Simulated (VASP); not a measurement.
# SnO2 (Pnnm) in VASP: notebook

Runs on SnO2. Level: LDA. Tasks: single point.

All numbers are computed with VASP 6.6.1; they aren't measurements. Logs are shortened: lines on timing, memory, paths and dates and some standing lists are left out, and cuts for length are marked.

## Step 1: The cell of the first run

It takes space group Pnnm (No. 58, orthorhombic). The conventional cell has a = 4.402 Å, b = 4.459 Å, c = 3.077 Å, α = 90.00°, β = 90.00°, γ = 90.00°. Within 2.6 Å of Sn (site symmetry 2/m) lie 6 O at 1.95 to 1.98 Å. Within 2.6 Å of O (site symmetry m) lie 3 Sn at 1.95 to 1.98 Å and 2 O at 2.51 to 2.57 Å.

## Step 2: Single point, LDA

INCAR reads:

```
SYSTEM = SnO2
ALGO = Normal
EDIFF = 1E-7
ENCUT = 520
GGA = CA
ISIF = 2
ISMEAR = 0
LASPH = .True.
LCHARG = .True.
LELF = .True.
LREAL = .False.
LVHAR = .True.
LWAVE = .False.
NBANDS = 35
NELM = 80
PREC = Accurate
SIGMA = 0.02
```

KPOINTS reads:

```
k-points
0
Gamma
  6 6 10
  0 0 0
```

POSCAR reads:

```
SnO2
1.0
    4.4586619277      0.0000000000      0.0000000000
    0.0000000000      4.4019882480      0.0000000000
    0.0000000000      0.0000000000      3.0774302821
Sn O
2 4
Direct
    0.5000000000      0.5000000000      0.5000000000
    0.0000000000      0.0000000000      0.0000000000
    0.3581947420      0.2542689274      0.0000000000
    0.8581947420      0.2457310726      0.5000000000
    0.1418052580      0.7542689274      0.5000000000
    0.6418052580      0.7457310726      0.0000000000
```

Potentials or basis: VASP PAW LDA potentials, release 64 (Sn_d, O).

Run with:

```console
> cat potpaw_LDA.64/Sn_d/POTCAR potpaw_LDA.64/O/POTCAR > POTCAR
> mpirun -np 1 vasp_std > vasp.out
```

OUTCAR:

```text
SYSTEM = SnO2
   EDIFF = 1E-7
   ENCUT = 520
   GGA = CA
   ISIF = 2
   ISMEAR = 0
   LASPH = .True.
   LREAL = .False.
   NELM = 80
   PREC = Accurate

 ion  position               nearest neighbor table
   1  0.500  0.500  0.500-   4 1.95   5 1.95   3 1.98   6 1.98   3 1.98   6 1.98   2 3.49   2 3.49
                             2 3.49   2 3.49   2 3.49   2 3.49   2 3.49   2 3.49
   2  0.000  0.000  0.000-   3 1.95   6 1.95   5 1.98   4 1.98   4 1.98   5 1.98   1 3.49   1 3.49
                             1 3.49   1 3.49   1 3.49   1 3.49   1 3.49   1 3.49
   3  0.358  0.254  0.000-   2 1.95   1 1.98   1 1.98
   4  0.858  0.246  0.500-   1 1.95   2 1.98   2 1.98
   5  0.142  0.754  0.500-   1 1.95   2 1.98   2 1.98
   6  0.642  0.746  0.000-   2 1.95   1 1.98   1 1.98

  LATTYP: Found a simple orthorhombic cell.
 ALAT       =     3.0774302821
 B/A-ratio  =     1.4304103893
 C/A-ratio  =     1.4488262995

  Lattice vectors:

 A1 = (   0.0000000000,   0.0000000000,  -3.0774302821)
 A2 = (   0.0000000000,   4.4019882480,   0.0000000000)
 A3 = (   4.4586619277,   0.0000000000,   0.0000000000)

Analysis of symmetry for initial positions (statically):
=====================================================================
 Subroutine PRICEL returns:
 Original cell was already a primitive cell.

 Routine SETGRP: Setting up the symmetry group for a
 simple orthorhombic supercell.

 Subroutine GETGRP returns: Found  8 space group operations
 (whereof  4 operations were pure point group operations)
 out of a pool of  8 trial point group operations.

The static configuration has the point symmetry C_2h.
 The point group associated with its full space group is D_2h.

Analysis of symmetry for dynamics (positions and initial velocities):
=====================================================================
 Subroutine PRICEL returns:
 Original cell was already a primitive cell.

 Routine SETGRP: Setting up the symmetry group for a
 simple orthorhombic supercell.

 Subroutine GETGRP returns: Found  8 space group operations
 (whereof  4 operations were pure point group operations)
 out of a pool of  8 trial point group operations.

The dynamic configuration has the point symmetry C_2h.
 The point group associated with its full space group is D_2h.

 Subroutine INISYM returns: Found  8 space group operations
 (whereof  4 operations are pure point group operations),
 and found     1 'primitive' translations

----------------------------------------------------------------------------------------

                                     Primitive cell

  volume of cell :      60.4007

  direct lattice vectors                    reciprocal lattice vectors
     4.458661928  0.000000000  0.000000000     0.224282535  0.000000000  0.000000000
     0.000000000  4.401988248  0.000000000     0.000000000  0.227170075  0.000000000
     0.000000000  0.000000000  3.077430282     0.000000000  0.000000000  0.324946435

  length of vectors
     4.458661928  4.401988248  3.077430282     0.224282535  0.227170075  0.324946435

  position of ions in fractional coordinates (direct lattice)
     0.500000000  0.500000000  0.500000000
     0.000000000  0.000000000  0.000000000
     0.358194742  0.254268927  0.000000000
     0.858194742  0.245731073  0.500000000
     0.141805258  0.754268927  0.500000000
     0.641805258  0.745731073  0.000000000

  ion indices of the primitive-cell ions
   primitive index   ion index
                 1           1
                 2           2
                 3           3
                 4           4
                 5           5
                 6           6

----------------------------------------------------------------------------------------

 KPOINTS: k-points

Automatic generation of k-mesh.
 Grid dimensions read from file:
 generate k-points for:    6    6   10

 Generating k-lattice:

  Cartesian coordinates                     Fractional coordinates (reciprocal lattice)
     0.037380423  0.000000000  0.000000000     0.166666667  0.000000000  0.000000000
     0.000000000  0.037861679  0.000000000     0.000000000  0.166666667  0.000000000
     0.000000000  0.000000000  0.032494644     0.000000000  0.000000000  0.100000000

  Length of vectors
     0.037380423  0.037861679  0.032494644

  Shift w.r.t. Gamma in fractional coordinates (k-lattice)
     0.000000000  0.000000000  0.000000000

 Subroutine IBZKPT returns following result:
 ===========================================

 Found     96 irreducible k-points:

 Following reciprocal coordinates:
            Coordinates               Weight
  0.000000  0.000000  0.000000      1.000000
  0.166667  0.000000  0.000000      2.000000
  0.333333  0.000000  0.000000      2.000000
  0.500000  0.000000  0.000000      1.000000
  0.000000  0.166667  0.000000      2.000000
  0.166667  0.166667  0.000000      4.000000
[... 16 lines left out ...]
  0.333333  0.166667  0.100000      8.000000
  0.500000  0.166667  0.100000      4.000000
 [... further k-points ...]
   k-points           NKPTS =     96   k-points in BZ     NKDIM =     96   number of bands    NBANDS=     35
   number of dos      NEDOS =    301   number of ions     NIONS =      6
   total plane-waves  NPLWV =  31104
   dimension x,y,z NGX =    36 NGY =   36 NGZ =   24
   dimension x,y,z NGXF=    72 NGYF=   72 NGZF=   48
   ions per type =               2   4
   NGX,Y,Z   is equivalent  to a cutoff of  13.42, 13.60, 12.97 a.u.
   NGXF,Y,Z  is equivalent  to a cutoff of  26.85, 27.19, 25.93 a.u.
 SYSTEM =  SnO2
   PREC   = accura    normal or accurate (medium, high low for compatibility)
   ISTART =      0    job   : 0-new  1-cont  2-samecut
   ICHARG =      2    charge: 1-file 2-atom 10-const
   ISPIN  =      1    spin polarized calculation?
   LNONCOLLINEAR =      F non collinear calculations
   LSORBIT =      F    spin-orbit coupling
   LASPH  =      T    aspherical Exc in radial PAW
   ENCUT  =  520.0 eV  38.22 Ry    6.18 a.u.   8.29  8.18  5.72*2*pi/ulx,y,z
   NELM   =     80;   NELMIN=  2; NELMDL= -5     # of ELM steps
   EDIFF  = 0.1E-06   stopping-criterion for ELM
   LREAL  =      F    real-space projection
   EDIFFG = 0.1E-05   stopping-criterion for IOM
   NSW    =      0    number of steps for IOM
   IBRION =     -1    ionic relax: 0-MD 1-quasi-New 2-CG
   NFREE  =      0    steps in history (QN), initial steepest desc. (CG)
   ISIF   =      2    stress and relaxation
   ISYM   =      2    0-nonsym 1-usesym 2-fastsym
   POTIM  = 0.5000    time-step for ionic-motion
   TEBEG  =    0.0;   TEEND  =   0.0 temperature during run
   PSTRESS=    0.0 pullay stress
   NELECT =      52.0000    total number of electrons
   NUPDOWN=      -1.0000    fix difference up-down
   EMIN   =  10.00;   EMAX   =-10.00  energy-range for DOS
   EFERMI =   0.00;   METHOD = LEGACY
   ISMEAR =     0;   SIGMA  =   0.02  broadening in eV -4-tet -1-fermi 0-gaus
   EFERMI_NEDOS =   21; number of points for ismear=-14 and -15
   IALGO  =     38    algorithm
   IMIX   =      4    mixing-type and parameters
     AMIX     =   0.40;   BMIX     =  1.00
     AMIX_MAG =   1.60;   BMIX_MAG =  1.00
  volume/ion in A,a.u.               =      10.07        67.93
  Fermi-wavevector in a.u.,A,eV,Ry     =   1.557383  2.943027 33.000134  2.425441
  Thomas-Fermi vector in A             =   2.661041
   LORBIT       =      0    0 simple, 1 ext, 2 COOP (PROOUT), +10 PAW based schemes
   GGA     = CA    functional components
   LHFCALC =     F    Hartree Fock is set to
   AEXX    =    0.0000 exact exchange contribution
   IVDW    =     0    specifies the selected vdW correction
   LEPSILON=     F    determine dielectric tensor
   LRPA    =     F    only Hartree local field effects (RPA)
 non-spin polarized calculation
 Gauss-broadening in eV      SIGMA  =   0.02
  energy-cutoff  :      520.00
  volume of cell :       60.40
 maximum number of plane-waves:      1664
 NGX is ok and might be reduce to    36
   NGX = 17   NGY = 17   NGZ = 11

 number of electron      52.0000005 magnetization

 Free energy of the ion-electron system (eV)
  ---------------------------------------------------
  ext. energy  EPLUGINS =         0.00000000
  ---------------------------------------------------
  free energy    TOTEN  =       -40.97725142 eV

  energy without entropy =      -40.97725142  energy(sigma->0) =      -40.97725142

 E-fermi :   7.9124     XC(G=0): -12.7749

 val. band max:        7.7819764314   @ k =   0.0000   0.5000   0.0000
 cond. band min:      10.9670747018   @ k =   0.0000   0.0000   0.0000
 fundamental gap:      3.1850982704
 Fermi energy:         7.9123918718

 k-point     1 :       0.0000    0.0000    0.0000
  band No.  band energies     occupation
      1     -13.2496      2.00000
      2     -12.3263      2.00000
      3     -11.7362      2.00000
      4     -11.6301      2.00000
      5     -11.6133      2.00000
      6     -11.5674      2.00000
[... 27 lines left out ...]
     34      21.0530      0.00000
     35      22.3477      0.00000

 k-point     2 :       0.1667    0.0000    0.0000
  band No.  band energies     occupation
      1     -13.1907      2.00000
      2     -12.3063      2.00000
      3     -11.8107      2.00000
      4     -11.6366      2.00000
      5     -11.6061      2.00000
      6     -11.5659      2.00000
[... 27 lines left out ...]
     34      21.2384      0.00000
     35      22.1098      0.00000

 k-point     3 :       0.3333    0.0000    0.0000
  band No.  band energies     occupation
      1     -13.0182      2.00000
      2     -12.4465      2.00000
      3     -11.8143      2.00000
      4     -11.6606      2.00000
      5     -11.5890      2.00000
      6     -11.5652      2.00000
[... 27 lines left out ...]
     34      21.7264      0.00000
     35      21.7766      0.00000

 k-point     4 :       0.5000    0.0000    0.0000
  band No.  band energies     occupation
      1     -12.7499      2.00000
      2     -12.7499      2.00000
      3     -11.7169      2.00000
      4     -11.7169      2.00000
      5     -11.5724      2.00000
      6     -11.5724      2.00000
[... 27 lines left out ...]
     34      21.6247      0.00000
     35      21.9267      0.00000

 k-point     5 :       0.0000    0.1667    0.0000
  band No.  band energies     occupation
      1     -13.1860      2.00000
      2     -12.2856      2.00000
      3     -11.8343      2.00000
      4     -11.6347      2.00000
      5     -11.6072      2.00000
      6     -11.5663      2.00000
[... 638 lines left out ...]
 k-point    22 :       0.1667    0.1667    0.1000
  band No.  band energies     occupation
      1     -13.0885      2.00000
      2     -12.2154      2.00000
      3     -12.0135      2.00000
      4     -11.7648      2.00000
      5     -11.6043      2.00000
      6     -11.5342      2.00000
[... 27 lines left out ...]
     34      21.3092      0.00000
     35      22.3652      0.00000

 k-point    23 :       0.3333    0.1667    0.1000
  band No.  band energies     occupation
      1     -12.9621      2.00000
      2     -12.4712      2.00000
      3     -11.9279      2.00000
      4     -11.7933      2.00000
      5     -11.5711      2.00000
      6     -11.5063      2.00000
[... 27 lines left out ...]
     34      21.1918      0.00000
     35      21.9732      0.00000

 k-point    24 :       0.5000    0.1667    0.1000
  band No.  band energies     occupation
      1     -12.7486      2.00000
      2     -12.7486      2.00000
      3     -11.8450      2.00000
      4     -11.8450      2.00000
      5     -11.5315      2.00000
      6     -11.5315      2.00000
[... 27 lines left out ...]
     34      21.1720      0.00000
     35      21.9413      0.00000

 [... further k-points ...]

------------------------ aborting loop because EDIFF is reached ----------------------------------------

  FORCE on cell =-STRESS in cart. coord.  units (eV):
  Direction    XX          YY          ZZ          XY          YZ          ZX
  --------------------------------------------------------------------------------------
  -------------------------------------------------------------------------------------
  Total       15.6418435     15.6848963     15.8898510      0.0000000      0.0000000      0.0000000
  in kB      414.9128388    416.0548507    421.4914429      0.0000000      0.0000000      0.0000000
  external PRESSURE =     417.4863775 kB  Pullay stress =       0.0000000 kB

 VOLUME and BASIS-vectors are now :
 -----------------------------------------------------------------------------
  energy-cutoff  :      520.00
  volume of cell :       60.40
      direct lattice vectors                 reciprocal lattice vectors
     4.458661928  0.000000000  0.000000000     0.224282535  0.000000000  0.000000000
     0.000000000  4.401988248  0.000000000     0.000000000  0.227170075  0.000000000
     0.000000000  0.000000000  3.077430282     0.000000000  0.000000000  0.324946435

 POSITION                                       TOTAL-FORCE (eV/Angst)
 -----------------------------------------------------------------------------------
      2.22933      2.20099      1.53872         0.000000      0.000000      0.000000
      0.00000      0.00000      0.00000         0.000000      0.000000      0.000000
      1.59707      1.11929      0.00000         0.007019     -0.033969      0.000000
      3.82640      1.08171      1.53872         0.007019      0.033969     -0.000000
      0.63226      3.32028      1.53872        -0.007019     -0.033969      0.000000
      2.86159      3.28270      0.00000        -0.007019      0.033969     -0.000000
 -----------------------------------------------------------------------------------
    total drift:                               -0.000000      0.000000     -0.000000

  FREE ENERGIE OF THE ION-ELECTRON SYSTEM (eV)
  ---------------------------------------------------
  free  energy   TOTEN  =       -40.9772514174 eV

  energy  without entropy=      -40.9772514174  energy(sigma->0) =      -40.97725142
```

Run time: 85 s. Hardware: 1 thread of Intel Xeon Platinum 8488C (Sapphire Rapids), shared host; peak memory 0.26 GiB.

Results:

```
Free energy            : -40.9773 eV
Pressure               : 41.7 GPa
Largest force          : 0.035 eV/Å
Band gap on the k mesh : 3.19 eV, indirect (least direct gap 3.33 eV)
```

Forces in eV/Å, atoms in the order of the input:
```
Sn   0.000  0.000  0.000
Sn   0.000  0.000  0.000
O    0.007 -0.034  0.000
O    0.007  0.034  0.000
O   -0.007 -0.034  0.000
O   -0.007  0.034  0.000
```

Levels at points of the mesh, in eV from the valence-band top:
| k point | band 23 | band 24 | band 25 | band 26 | band 27 | band 28 | band 29 | band 30 |
| --- | --- | --- | --- | --- | --- | --- | --- | --- |
| (0.00, 0.00, 0.00) | -0.60 | -0.26 | -0.23 | -0.14 | 3.19 | 6.95 | 7.18 | 7.43 |
| (0.50, 0.00, 0.00) | -0.78 | -0.78 | -0.29 | -0.29 | 6.38 | 6.38 | 8.74 | 8.74 |
| (0.00, 0.50, 0.00) | -0.86 | -0.86 | 0.00 | 0.00 | 5.63 | 5.63 | 6.93 | 6.93 |
| (0.50, 0.50, 0.00) | -1.05 | -1.05 | -0.28 | -0.28 | 6.72 | 6.72 | 8.12 | 8.12 |
| (0.00, 0.00, 0.50) | -1.85 | -1.85 | -0.50 | -0.50 | 7.79 | 7.79 | 10.70 | 10.70 |
| (0.50, 0.00, 0.50) | -0.72 | -0.72 | 0.00 | 0.00 | 7.94 | 7.94 | 8.99 | 8.99 |
| (0.00, 0.50, 0.50) | -0.60 | -0.60 | -0.55 | -0.55 | 8.29 | 8.29 | 9.73 | 9.73 |
| (0.50, 0.50, 0.50) | -1.02 | -1.02 | -0.28 | -0.28 | 6.59 | 6.59 | 9.82 | 9.82 |

Caveat: spin-orbit coupling is left out, which moves the levels of the heavy elements. A k mesh can miss the band edges.

(Continued in part 2 of 2.)
